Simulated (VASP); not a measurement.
Write the native input for VASP 6.6.1 that does the following.

* Task: single point
* Functional: LDA
* Potentials or basis: VASP PAW LDA potentials, release 64 (Sn_d, Se)
* Cutoff: 520 eV
* k mesh: 9 × 9 × 9
* Occupations: fermi-dirac, width 0.02 eV
* Spin: no spin polarisation
* Dipole correction: no
* Further INCAR settings: ALGO = Normal; EDIFF = 1e-06; NBANDS = 17

The structure of SnSe lies in POSCAR:

```
SnSe
1.0
    0.0000000000      3.0100000000      3.0702000000
    3.0100000000      0.0000000000      3.0702000000
    3.0100000000      3.0100000000      0.0000000000
Sn Se
1 1
Direct
    0.0000000000      0.0000000000      0.0000000000
    0.5000000000      0.5000000000      0.5000000000
```

This cell differs from its parent crystal: zz strain of +2 %.

One way to write it, as run:

INCAR

```
SYSTEM = SnSe
PREC = Accurate ; ENCUT = 520
EDIFF = 1E-6 ; ISMEAR = -1
SIGMA = 0.02 ; LREAL = .False.
LASPH = .True. ; NELM = 80
ALGO = Normal ; ISIF = 2
LWAVE = .False. ; LCHARG = .False.
GGA = CA ; NBANDS = 17
```

KPOINTS

```
Automatic mesh
0
Gamma
  9 9 9
  0 0 0
```

Potentials or basis: VASP PAW LDA potentials, release 64 (Sn_d, Se).

Run with:

```sh
$ cat potpaw_LDA.64/Sn_d/POTCAR potpaw_LDA.64/Se/POTCAR > POTCAR
$ mpirun -np 1 vasp_std > vasp.out
```

Results of the run:

- Pressure: -4.0 GPa
- Band gap on the k mesh: 0.52 eV, indirect (least direct gap 0.56 eV)

Caveat: the cell differs from its parent crystal (zz strain of +2 %); spin-orbit coupling is left out, which moves the levels of the heavy elements.

It took 16 s on 1 thread of Intel(R) Xeon(R) 6975P-C (Granite Rapids), on a shared host, peak memory 0.2 GiB.
